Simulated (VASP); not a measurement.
# Pd (P6_3/mmc) in VASP: a series of runs

The runs below take Pd through single point, with BLYP, LDA.

All numbers are computed with VASP 6.6.1; they aren't measurements. Logs are shortened: lines on timing, memory, paths and dates and some standing lists are left out, and cuts for length are marked.

## 1. The cell of the first run

It takes space group P6_3/mmc (No. 194, hexagonal). Conventional cell: a = 2.784 Å, b = 2.784 Å, c = 4.629 Å, α = 90.00°, β = 90.00°, γ = 120.00°. Pd (site symmetry -6m2) has 12 Pd at 2.78 to 2.82 Å within 3.7 Å.

## 2. Single point, BLYP

The input, INCAR:

```
AGGAC = 1.0 ; AGGAX = 1.0
ALDAC = 0.0 ; ALDAX = 1.0
ALGO = Normal ; EDIFF = 1E-6
ENCUT = 520 ; GGA = B5
ISIF = 2 ; ISMEAR = 1
LASPH = True ; LCHARG = True
LELF = True ; LREAL = False
LVHAR = True ; LWAVE = False
NBANDS = 17 ; NELM = 100
PREC = Accurate ; SIGMA = 0.05
```

The input, KPOINTS:

```
k-points
0
Gamma
  10 10 6
```

The input, POSCAR:

```
Pd
1.0
    2.7836650000      0.0000000000      0.0000000000
   -1.3918325000      2.4107246056      0.0000000000
    0.0000000000      0.0000000000      4.6288930000
Pd
2
Direct
    0.6666670000      0.3333330000      0.7500000000
    0.3333330000      0.6666670000      0.2500000000
```

Potentials or basis: VASP PAW PBE potentials, release 64 (Pd).

Command:

```console
cat potpaw_PBE.64/Pd/POTCAR > POTCAR
mpirun -np 1 vasp_std > vasp.out
```

OUTCAR:

```text
EDIFF = 1E-6
   ENCUT = 520
   GGA = B5
   ISIF = 2
   ISMEAR = 1
   LASPH = True
   LREAL = False
   NELM = 100
   PREC = Accurate

 ion  position               nearest neighbor table
   1  0.667  0.333  0.750-   2 2.82   2 2.82   2 2.82   2 2.82   2 2.82   2 2.82
   2  0.333  0.667  0.250-   1 2.82   1 2.82   1 2.82   1 2.82   1 2.82   1 2.82

  LATTYP: Found a hexagonal cell.
 ALAT       =     2.7836650000
 C/A-ratio  =     1.6628771781

  Lattice vectors:

 A1 = (   2.7836650000,   0.0000000000,   0.0000000000)
 A2 = (  -1.3918325000,   2.4107246056,   0.0000000000)
 A3 = (   0.0000000000,   0.0000000000,   4.6288930000)

Analysis of symmetry for initial positions (statically):
=====================================================================
 Subroutine PRICEL returns:
 Original cell was already a primitive cell.

 Routine SETGRP: Setting up the symmetry group for a
 hexagonal supercell.

 Subroutine GETGRP returns: Found 24 space group operations
 (whereof 12 operations were pure point group operations)
 out of a pool of 24 trial point group operations.

The static configuration has the point symmetry D_3d.
 The point group associated with its full space group is D_6h.

Analysis of symmetry for dynamics (positions and initial velocities):
=====================================================================
 Subroutine PRICEL returns:
 Original cell was already a primitive cell.

 Routine SETGRP: Setting up the symmetry group for a
 hexagonal supercell.

 Subroutine GETGRP returns: Found 24 space group operations
 (whereof 12 operations were pure point group operations)
 out of a pool of 24 trial point group operations.

The dynamic configuration has the point symmetry D_3d.
 The point group associated with its full space group is D_6h.

 Subroutine INISYM returns: Found 24 space group operations
 (whereof 12 operations are pure point group operations),
 and found     1 'primitive' translations

----------------------------------------------------------------------------------------

                                     Primitive cell

  volume of cell :      31.0629

[... 71 lines left out ...]
   number of dos      NEDOS =    301   number of ions     NIONS =      2
   total plane-waves  NPLWV =  20736
   dimension x,y,z NGX =    24 NGY =   24 NGZ =   36
   dimension x,y,z NGXF=    48 NGYF=   48 NGZF=   72
   ions per type =               2
   NGX,Y,Z   is equivalent  to a cutoff of  14.33, 14.33, 12.93 a.u.
   NGXF,Y,Z  is equivalent  to a cutoff of  28.67, 28.67, 25.86 a.u.
 SYSTEM =  unknown system
   PREC   = accura    normal or accurate (medium, high low for compatibility)
   ISTART =      0    job   : 0-new  1-cont  2-samecut
   ICHARG =      2    charge: 1-file 2-atom 10-const
   ISPIN  =      1    spin polarized calculation?
   LNONCOLLINEAR =      F non collinear calculations
   LSORBIT =      F    spin-orbit coupling
   LASPH  =      T    aspherical Exc in radial PAW
   ENCUT  =  520.0 eV  38.22 Ry    6.18 a.u.   5.18  5.18  8.61*2*pi/ulx,y,z
   NELM   =    100;   NELMIN=  2; NELMDL= -5     # of ELM steps
   EDIFF  = 0.1E-05   stopping-criterion for ELM
   LREAL  =      F    real-space projection
[... 7 lines left out ...]
   TEBEG  =    0.0;   TEEND  =   0.0 temperature during run
   PSTRESS=    0.0 pullay stress
   NELECT =      20.0000    total number of electrons
   NUPDOWN=      -1.0000    fix difference up-down
   EMIN   =  10.00;   EMAX   =-10.00  energy-range for DOS
   EFERMI =   0.00;   METHOD = LEGACY
   ISMEAR =     1;   SIGMA  =   0.05  broadening in eV -4-tet -1-fermi 0-gaus
   EFERMI_NEDOS =   21; number of points for ismear=-14 and -15
   IALGO  =     38    algorithm
   IMIX   =      4    mixing-type and parameters
     AMIX     =   0.40;   BMIX     =  1.00
     AMIX_MAG =   1.60;   BMIX_MAG =  1.00
  volume/ion in A,a.u.               =      15.53       104.81
  Fermi-wavevector in a.u.,A,eV,Ry     =   1.413636  2.671385 27.189430  1.998367
  Thomas-Fermi vector in A             =   2.535261
   LORBIT       =      0    0 simple, 1 ext, 2 COOP (PROOUT), +10 PAW based schemes
   GGA     = B5    functional components
   LHFCALC =     F    Hartree Fock is set to
   AEXX    =    0.0000 exact exchange contribution
   IVDW    =     0    specifies the selected vdW correction
   LEPSILON=     F    determine dielectric tensor
   LRPA    =     F    only Hartree local field effects (RPA)
 non-spin polarized calculation
 Methfessel and Paxton  Order N= 1 SIGMA  =   0.05
  energy-cutoff  :      520.00
  volume of cell :       31.06
 maximum number of plane-waves:       854
 NGX is ok and might be reduce to    24
   NGX = 11   NGY = 11   NGZ = 17

 number of electron      20.0000008 magnetization

 Free energy of the ion-electron system (eV)
  ---------------------------------------------------
  ext. energy  EPLUGINS =         0.00000000
  ---------------------------------------------------
  free energy    TOTEN  =        -8.66396824 eV

  energy without entropy =       -8.66422149  energy(sigma->0) =       -8.66405266

 E-fermi :   9.4423     XC(G=0): -12.2317

 val. band max:        9.4312790180   @ k =   0.3000   0.2000   0.0000
 cond. band min:       9.4429835616   @ k =   0.3000   0.0000   0.0000
 fundamental gap:      0.0117045436
 Fermi energy:         9.4422591620

 k-point     1 :       0.0000    0.0000    0.0000
  band No.  band energies     occupation
      1       2.8496      2.00000
      2       4.5757      2.00000
      3       6.7430      2.00000
      4       6.9223      2.00000
      5       6.9223      2.00000
      6       7.2457      2.00000
[... 457 lines left out ...]
      4       6.3802      2.00000
      5       6.8957      2.00000
      6       7.6438      2.00000
[... 9 lines left out ...]
     16      23.0754      0.00000
     17      24.7631      0.00000

 [... further k-points ...]
[... 5 lines left out ...]
  --------------------------------------------------------------------------------------
  -------------------------------------------------------------------------------------
  Total        1.5689130      1.5689130      1.9901204     -0.0000000      0.0000000      0.0000000
  in kB       80.9222092     80.9222092    102.6474617     -0.0000000      0.0000000      0.0000000
  external PRESSURE =      88.1639601 kB  Pullay stress =       0.0000000 kB

 VOLUME and BASIS-vectors are now :
 -----------------------------------------------------------------------------
  energy-cutoff  :      520.00
  volume of cell :       31.06
      direct lattice vectors                 reciprocal lattice vectors
     2.783665000  0.000000000  0.000000000     0.359238630  0.207406520  0.000000000
    -1.391832500  2.410724606  0.000000000     0.000000000  0.414813039  0.000000000
     0.000000000  0.000000000  4.628893000     0.000000000  0.000000000  0.216034374

 POSITION                                       TOTAL-FORCE (eV/Angst)
 -----------------------------------------------------------------------------------
      1.39183      0.80357      3.47167         0.000000     -0.000000      0.000000
     -0.00000      1.60715      1.15722        -0.000000      0.000000      0.000000
 -----------------------------------------------------------------------------------
    total drift:                               -0.000115      0.000078     -0.000030

  FREE ENERGIE OF THE ION-ELECTRON SYSTEM (eV)
  ---------------------------------------------------
  free  energy   TOTEN  =        -8.6639682392 eV

  energy  without entropy=       -8.6642214905  energy(sigma->0) =       -8.66405266
```

OSZICAR:

```text
N       E                     dE             d eps       ncg     rms          rms(c)
DAV:   1     0.111942491542E+03    0.11194E+03   -0.10598E+04  1904   0.116E+03
DAV:   2    -0.728529041262E+01   -0.11923E+03   -0.11246E+03  1980   0.255E+02
DAV:   3    -0.908929135426E+01   -0.18040E+01   -0.17864E+01  2369   0.348E+01
DAV:   4    -0.910145669469E+01   -0.12165E-01   -0.12164E-01  2283   0.269E+00
DAV:   5    -0.910166075940E+01   -0.20406E-03   -0.20406E-03  2405   0.374E-01    0.915E+00
DAV:   6    -0.868482005413E+01    0.41684E+00   -0.93119E-01  2007   0.989E+00    0.434E+00
DAV:   7    -0.866890629937E+01    0.15914E-01   -0.78403E-03  2256   0.802E-01    0.216E+00
DAV:   8    -0.866395786697E+01    0.49484E-02   -0.14282E-03  2096   0.295E-01    0.552E-02
DAV:   9    -0.866396207987E+01   -0.42129E-05   -0.23889E-05  2512   0.421E-02    0.188E-02
DAV:  10    -0.866396851618E+01   -0.64363E-05   -0.41313E-06  2105   0.174E-02    0.603E-03
DAV:  11    -0.866396823918E+01    0.27700E-06   -0.33838E-07  1311   0.531E-03
   1 F= -.86639682E+01 E0= -.86640527E+01  d E =0.253251E-03
```

It took 30 s on 1 thread of AMD EPYC 7R13 (Zen 3), shared host; peak memory 0.13 GiB.

What came out:

* Free energy: -8.6640 eV
* Pressure: 8.8 GPa
* Band gap on the k mesh: zero (band 10 reaches 9.64 eV, above the bottom of band 11 at 8.80 eV)

Levels at points of the mesh, in eV from the Fermi level:
| k point | band 6 | band 7 | band 8 | band 9 | band 10 | band 11 | band 12 | band 13 | band 14 | band 15 |
| --- | --- | --- | --- | --- | --- | --- | --- | --- | --- | --- |
| (0.00, 0.00, 0.00) | -2.20 | -2.20 | -1.55 | -1.55 | -0.21 | -0.21 | 1.24 | 6.69 | 17.44 | 18.93 |
| (0.50, 0.00, 0.00) | -1.96 | -1.52 | 0.02 | 0.04 | 0.20 | 2.69 | 4.49 | 9.46 | 9.86 | 12.59 |
| (0.00, 0.00, 0.50) | -2.56 | -2.56 | -2.56 | -0.64 | -0.64 | -0.64 | -0.64 | 13.91 | 13.91 | 17.83 |
| (0.50, 0.00, 0.50) | -1.42 | -0.38 | -0.38 | 0.13 | 0.13 | 2.85 | 2.85 | 7.94 | 7.94 | 16.34 |

Caveat: the PAW data sets were made with another functional, which shifts forces and pressure a little.

## 3. Single point, LDA

The input, INCAR:

```
SYSTEM = Pd
PREC     = Accurate       ! precision mode
ENCUT    = 520            ! plane-wave cutoff, eV
EDIFF    = 1E-6           ! SCF threshold, eV
ISMEAR   = 1              ! smearing method
SIGMA    = 0.05           ! smearing width, eV
LREAL    = .False.        ! projectors in reciprocal space
LASPH    = .True.         ! aspherical terms in the spheres
NELM     = 80             ! most SCF steps
ALGO     = Normal         ! electronic algorithm
ISIF     = 2              ! what is computed and relaxed
LWAVE    = .False.        ! write WAVECAR
LCHARG   = .False.        ! write CHGCAR
NBANDS   = 17             ! bands
```

The input, KPOINTS:

```
regular mesh
0
Gamma
  10 10 6
  0 0 0
```

POSCAR is that of step 2.

Potentials or basis: VASP PAW LDA potentials, release 64 (Pd).

Command:

```console
cat potpaw_LDA.64/Pd/POTCAR > POTCAR
mpirun -np 1 vasp_std > vasp.out
```

Wall time 22 s (1 thread of AMD EPYC 7R13 (Zen 3), shared host); peak memory 0.12 GiB.

The run converged. Its results:

| Quantity | Value |
| --- | --- |
| Free energy | -12.7774 eV |
| Pressure | -15.5 GPa |
| Band gap on the k mesh | zero (band 10 reaches 8.93 eV, above the bottom of band 11 at 8.10 eV) |

Stress tensor (GPa, compression positive):
```
-16.39   0.00   0.00
  0.00 -16.39   0.00
  0.00   0.00 -13.76
```

Levels at points of the mesh, in eV from the Fermi level:
| k point | band 8 | band 9 | band 10 | band 11 | band 12 | band 13 |
| --- | --- | --- | --- | --- | --- | --- |
| (0.00, 0.00, 0.00) | -1.54 | -1.54 | -0.19 | -0.19 | 0.92 | 6.59 |
| (0.50, 0.00, 0.00) | 0.02 | 0.06 | 0.21 | 2.51 | 4.34 | 9.29 |
| (0.00, 0.00, 0.50) | -2.58 | -0.63 | -0.63 | -0.63 | -0.63 | 13.67 |
| (0.50, 0.00, 0.50) | -0.41 | 0.13 | 0.13 | 2.60 | 2.60 | 7.82 |
